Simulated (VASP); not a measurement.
# HfRu3 (Pm-3m) in VASP: a series of runs, part 2 of 2

VASP 6.6.1. The steps go on from the part before.

### Step 6. Single point, r2SCAN

Input file POSCAR:

```
HfRu3
1.0
    3.9557730000      0.0000000000      0.0000000000
    0.0000000000      3.9557730000      0.0000000000
    0.0000000000      0.0000000000      3.9557730000
Hf Ru
1 3
Direct
    0.0000000000      0.0000000000      0.0000000000
    0.5000000000      0.5000000000      0.0000000000
    0.0000000000      0.5000000000      0.5000000000
    0.5000000000      0.0000000000      0.5000000000
```

Input file INCAR.step1:

```
SYSTEM = HfRu3
PREC = Accurate ; ENCUT = 550
ISMEAR = -1 ; SIGMA = 0.1
LREAL = .FALSE. ; LASPH = .TRUE.
NELM = 120 ; NBANDS = 34
GGA = PE ; ALGO = Normal
EDIFF = 1E-5 ; LWAVE = .TRUE.
LCHARG = .FALSE. ; GGA_COMPAT = .FALSE.
```

Input file INCAR.step2:

```
SYSTEM = HfRu3
PREC = Accurate ; ENCUT = 550
EDIFF = 1E-6 ; ISMEAR = -1
SIGMA = 0.1 ; LREAL = .FALSE.
LASPH = .TRUE. ; NELM = 120
ALGO = Normal ; ISIF = 2
LWAVE = .FALSE. ; LCHARG = .FALSE.
METAGGA = R2SCAN ; LMIXTAU = .TRUE.
NBANDS = 34 ; ISTART = 1
GGA_COMPAT = .FALSE.
```

Input file KPOINTS:

```
Automatic mesh
0
G
  6 6 6
  0 0 0
```

Potentials or basis: VASP PAW PBE potentials, release 64 (Hf_pv, Ru_pv).

Command:

```bash
cat potpaw_PBE.64/Hf_pv/POTCAR potpaw_PBE.64/Ru_pv/POTCAR > POTCAR
cp INCAR.step1 INCAR
mpirun -np 1 vasp_std > vasp.out
cp INCAR.step2 INCAR
mpirun -np 1 vasp_std > vasp.out
```

OUTCAR:

```text
SYSTEM = HfRu3
   PREC = Accurate
   ENCUT = 550
   EDIFF = 1E-6
   ISMEAR = -1
   LREAL = .FALSE.
   LASPH = .TRUE.
   NELM = 120
   ISIF = 2
   METAGGA = R2SCAN
   ISTART = 1

 ion  position               nearest neighbor table
   1  0.000  0.000  0.000-   2 2.80   3 2.80   4 2.80   3 2.80   4 2.80   2 2.80   3 2.80   3 2.80
                             2 2.80   4 2.80   4 2.80   2 2.80
   2  0.500  0.500  0.000-   1 2.80   3 2.80   4 2.80   3 2.80   4 2.80   1 2.80   4 2.80   4 2.80
                             1 2.80   3 2.80   3 2.80   1 2.80
   3  0.000  0.500  0.500-   1 2.80   2 2.80   4 2.80   1 2.80   2 2.80   1 2.80   4 2.80   1 2.80
                             2 2.80   4 2.80   2 2.80   4 2.80
   4  0.500  0.000  0.500-   1 2.80   2 2.80   3 2.80   1 2.80   2 2.80   2 2.80   3 2.80   2 2.80
                             1 2.80   3 2.80   1 2.80   3 2.80

  LATTYP: Found a simple cubic cell.
 ALAT       =     3.9557730000

  Lattice vectors:

 A1 = (   3.9557730000,   0.0000000000,   0.0000000000)
 A2 = (   0.0000000000,   3.9557730000,   0.0000000000)
 A3 = (   0.0000000000,   0.0000000000,   3.9557730000)

Analysis of symmetry for initial positions (statically):
=====================================================================
 Subroutine PRICEL returns:
 Original cell was already a primitive cell.

 Routine SETGRP: Setting up the symmetry group for a
 simple cubic supercell.

 Subroutine GETGRP returns: Found 48 space group operations
 (whereof 48 operations were pure point group operations)
 out of a pool of 48 trial point group operations.

The static configuration has the point symmetry O_h .

Analysis of symmetry for dynamics (positions and initial velocities):
=====================================================================
 Subroutine PRICEL returns:
 Original cell was already a primitive cell.

 Routine SETGRP: Setting up the symmetry group for a
 simple cubic supercell.

 Subroutine GETGRP returns: Found 48 space group operations
 (whereof 48 operations were pure point group operations)
 out of a pool of 48 trial point group operations.

The dynamic configuration has the point symmetry O_h .

 Subroutine INISYM returns: Found 48 space group operations
 (whereof 48 operations are pure point group operations),
 and found     1 'primitive' translations

----------------------------------------------------------------------------------------

                                     Primitive cell

  volume of cell :      61.9005

  direct lattice vectors                    reciprocal lattice vectors
     3.955773000  0.000000000  0.000000000     0.252795092  0.000000000  0.000000000
     0.000000000  3.955773000  0.000000000     0.000000000  0.252795092  0.000000000
     0.000000000  0.000000000  3.955773000     0.000000000  0.000000000  0.252795092

  length of vectors
     3.955773000  3.955773000  3.955773000     0.252795092  0.252795092  0.252795092

  position of ions in fractional coordinates (direct lattice)
     0.000000000  0.000000000  0.000000000
     0.500000000  0.500000000  0.000000000
     0.000000000  0.500000000  0.500000000
     0.500000000  0.000000000  0.500000000

  ion indices of the primitive-cell ions
[... 25 lines left out ...]
     0.000000000  0.000000000  0.000000000

 Subroutine IBZKPT returns following result:
 ===========================================

 Found     20 irreducible k-points:

 Following reciprocal coordinates:
            Coordinates               Weight
  0.000000  0.000000  0.000000      1.000000
  0.166667  0.000000  0.000000      6.000000
  0.333333  0.000000  0.000000      6.000000
  0.500000  0.000000  0.000000      3.000000
  0.166667  0.166667  0.000000     12.000000
  0.333333  0.166667  0.000000     24.000000
[... 12 lines left out ...]
  0.500000  0.500000  0.333333      6.000000
  0.500000  0.500000  0.500000      1.000000
   k-points           NKPTS =     20   k-points in BZ     NKDIM =     20   number of bands    NBANDS=     34
   number of dos      NEDOS =    301   number of ions     NIONS =      4
   total plane-waves  NPLWV =  27000
   dimension x,y,z NGX =    30 NGY =   30 NGZ =   30
   dimension x,y,z NGXF=    60 NGYF=   60 NGZF=   60
   ions per type =               1   3
   NGX,Y,Z   is equivalent  to a cutoff of  12.61, 12.61, 12.61 a.u.
   NGXF,Y,Z  is equivalent  to a cutoff of  25.22, 25.22, 25.22 a.u.
 SYSTEM =  HfRu3
   PREC   = accura    normal or accurate (medium, high low for compatibility)
   ISTART =      1    job   : 0-new  1-cont  2-samecut
   ICHARG =      0    charge: 1-file 2-atom 10-const
   ISPIN  =      1    spin polarized calculation?
   LNONCOLLINEAR =      F non collinear calculations
   LSORBIT =      F    spin-orbit coupling
   LASPH  =      T    aspherical Exc in radial PAW
   ENCUT  =  550.0 eV  40.42 Ry    6.36 a.u.   7.56  7.56  7.56*2*pi/ulx,y,z
   NELM   =    120;   NELMIN=  2; NELMDL=  0     # of ELM steps
   EDIFF  = 0.1E-05   stopping-criterion for ELM
   LREAL  =      F    real-space projection
   EDIFFG = 0.1E-04   stopping-criterion for IOM
   NSW    =      0    number of steps for IOM
   IBRION =     -1    ionic relax: 0-MD 1-quasi-New 2-CG
   NFREE  =      0    steps in history (QN), initial steepest desc. (CG)
   ISIF   =      2    stress and relaxation
   ISYM   =      2    0-nonsym 1-usesym 2-fastsym
   POTIM  = 0.5000    time-step for ionic-motion
   TEBEG  =    0.0;   TEEND  =   0.0 temperature during run
   PSTRESS=    0.0 pullay stress
   NELECT =      52.0000    total number of electrons
   NUPDOWN=      -1.0000    fix difference up-down
   EMIN   =  10.00;   EMAX   =-10.00  energy-range for DOS
   EFERMI =   0.00;   METHOD = LEGACY
   ISMEAR =    -1;   SIGMA  =   0.10  broadening in eV -4-tet -1-fermi 0-gaus
   EFERMI_NEDOS =   21; number of points for ismear=-14 and -15
   IALGO  =     38    algorithm
   IMIX   =      4    mixing-type and parameters
     AMIX     =   0.40;   BMIX     =  1.00
     AMIX_MAG =   1.60;   BMIX_MAG =  1.00
  volume/ion in A,a.u.               =      15.48       104.43
  Fermi-wavevector in a.u.,A,eV,Ry     =   1.544702  2.919063 32.464901  2.386103
  Thomas-Fermi vector in A             =   2.650185
   LORBIT       =      0    0 simple, 1 ext, 2 COOP (PROOUT), +10 PAW based schemes
   METAGGA = R2SCAN    functional components
   LHFCALC =     F    Hartree Fock is set to
   AEXX    =    0.0000 exact exchange contribution
   IVDW    =     0    specifies the selected vdW correction
   LEPSILON=     F    determine dielectric tensor
   LRPA    =     F    only Hartree local field effects (RPA)
 non-spin polarized calculation
  energy-cutoff  :      550.00
  volume of cell :       61.90
 maximum number of plane-waves:      1856
   NGX = 15   NGY = 15   NGZ = 15

 number of electron      51.9999966 magnetization

 Free energy of the ion-electron system (eV)
  ---------------------------------------------------
  ext. energy  EPLUGINS =         0.00000000
  ---------------------------------------------------
  free energy    TOTEN  =      -122.38256153 eV

  energy without entropy =     -122.23078764  energy(sigma->0) =     -122.30667458

 E-fermi :   9.5899     XC(G=0): -14.3860

 val. band max:        9.5777157179   @ k =   0.3333   0.1667   0.0000
 cond. band min:       9.6027635383   @ k =   0.3333   0.3333   0.0000
 fundamental gap:      0.0250478204
 Fermi energy:         9.5899258333

 k-point     1 :       0.0000    0.0000    0.0000
  band No.  band energies     occupation
      1     -34.3140      2.00000
      2     -34.3140      2.00000
      3     -34.3140      2.00000
      4     -33.9483      2.00000
      5     -33.9483      2.00000
      6     -33.9483      2.00000
[... 729 lines left out ...]
     33      14.0618      0.00000
     34      14.0618      0.00000

------------------------ aborting loop because EDIFF is reached ----------------------------------------

  FORCE on cell =-STRESS in cart. coord.  units (eV):
  Direction    XX          YY          ZZ          XY          YZ          ZX
  --------------------------------------------------------------------------------------
  -------------------------------------------------------------------------------------
  Total       -2.3160772     -2.3160772     -2.3160772      0.0000000      0.0000000      0.0000000
  in kB      -59.9472861    -59.9472861    -59.9472861      0.0000000      0.0000000      0.0000000
  external PRESSURE =     -59.9472861 kB  Pullay stress =       0.0000000 kB

 VOLUME and BASIS-vectors are now :
 -----------------------------------------------------------------------------
  energy-cutoff  :      550.00
  volume of cell :       61.90
      direct lattice vectors                 reciprocal lattice vectors
     3.955773000  0.000000000  0.000000000     0.252795092  0.000000000  0.000000000
     0.000000000  3.955773000  0.000000000     0.000000000  0.252795092  0.000000000
     0.000000000  0.000000000  3.955773000     0.000000000  0.000000000  0.252795092

 POSITION                                       TOTAL-FORCE (eV/Angst)
 -----------------------------------------------------------------------------------
      0.00000      0.00000      0.00000         0.000000      0.000000      0.000000
      1.97789      1.97789      0.00000         0.000000      0.000000      0.000000
      0.00000      1.97789      1.97789         0.000000      0.000000      0.000000
      1.97789      0.00000      1.97789         0.000000      0.000000      0.000000
 -----------------------------------------------------------------------------------
    total drift:                                0.000000      0.000000     -0.000000

  FREE ENERGIE OF THE ION-ELECTRON SYSTEM (eV)
  ---------------------------------------------------
  free  energy   TOTEN  =      -122.3825615298 eV

  energy  without entropy=     -122.2307876370  energy(sigma->0) =     -122.30667458
```

Wall time 2.4 min (1 thread of Intel Xeon Platinum 8488C (Sapphire Rapids), shared host); peak memory 0.19 GiB.

What came out:

```yaml
Free_energy: -122.3826 eV
Pressure: -6.0 GPa
Band_gap_on_the_k_mesh: zero (bands 26 and 27 overlap by 3.08 eV)
```

Caveat: the cell stands under tension; the PAW data sets were made with another functional, which shifts forces and pressure a little; spin-orbit coupling is left out, which moves the levels of the heavy elements.

### Step 7. Overview

| level | potentials or basis | cutoff (eV) | gap on the mesh (eV) | pressure (GPa) |
| --- | --- | --- | --- | --- |
| revPBE | VASP PAW PBE potentials, release 64 (Hf_pv, Ru_pv) | 500 | none | 1.3 |
| LDA | VASP PAW LDA potentials, release 64 (Hf_pv, Ru_pv) | 500 | none | -14.8 |
| RPBE | VASP PAW PBE potentials, release 64 (Hf_pv, Ru_pv) | 500 | none | 2.4 |
| PBEsol | VASP PAW PBE potentials, release 64 (Hf_pv, Ru_pv) | 500 | none | -10.1 |
| r2SCAN | VASP PAW PBE potentials, release 64 (Hf_pv, Ru_pv) | 550 | none | -6.0 |

Alike in all rows: task single point; no spin polarisation; cell as given; k mesh 6 × 6 × 6; smearing fermi-dirac 0.1 eV.

Caveats: spin-orbit coupling is left out, which moves the levels of the heavy elements; the PAW data sets were made with another functional, which shifts forces and pressure a little (at least some runs); the cell stands under tension (at least some runs).

Absolute energies hang on the potentials; compare differences alone.
